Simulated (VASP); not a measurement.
ScSi2H2, 5 atoms in the cell. Symmetry: P6/mmm, No. 191, hexagonal system. The conventional cell has a = 4.072 Å, b = 4.072 Å, c = 3.854 Å, α = 90.00°, β = 90.00°, γ = 120.00°. Within 3.1 Å of Sc (site symmetry 6/mmm) lie 6 H at 2.35 Å and 12 Si at 3.04 Å. Si (site symmetry -6m2) has 2 H at 1.93 Å and 3 Si at 2.35 Å within 2.6 Å. Within 2.6 Å of H (site symmetry -6m2) lie 2 Si at 1.93 Å and 3 H at 2.35 Å and 3 Sc at 2.35 Å. 

```yaml
Program: VASP 6.6.1
Task: single point
Functional: r2SCAN
Potentials_or_basis: VASP PAW PBE potentials, release 64 (Sc_sv, Si, H)
Cutoff: 520 eV
k_mesh: 12 × 12 × 8
Occupations: gaussian, width 0.1 eV
Spin: no spin polarisation
Dipole_correction: no
Further_INCAR_settings: ALGO = Normal; EDIFF = 1e-06; NBANDS = 18
```

Potentials or basis: VASP PAW PBE potentials, release 64 (Sc_sv, Si, H).

Run with:

```console
$ cat potpaw_PBE.64/Sc_sv/POTCAR potpaw_PBE.64/Si/POTCAR potpaw_PBE.64/H/POTCAR > POTCAR
$ cp INCAR.step1 INCAR
$ mpirun -np 1 vasp_std > vasp.out
$ cp INCAR.step2 INCAR
$ mpirun -np 1 vasp_std > vasp.out
```

Hardware: 1 thread of Intel(R) Xeon(R) Platinum 8375C CPU @ 2.90GHz (Ice Lake), on a shared host.

**Question.** How long does it take, and how much memory?

**Answer.** It took 4.7 min on 1 thread of Intel(R) Xeon(R) Platinum 8375C CPU @ 2.90GHz (Ice Lake), with other jobs on the host, peak memory 0.24 GiB. Counts: k points 95.
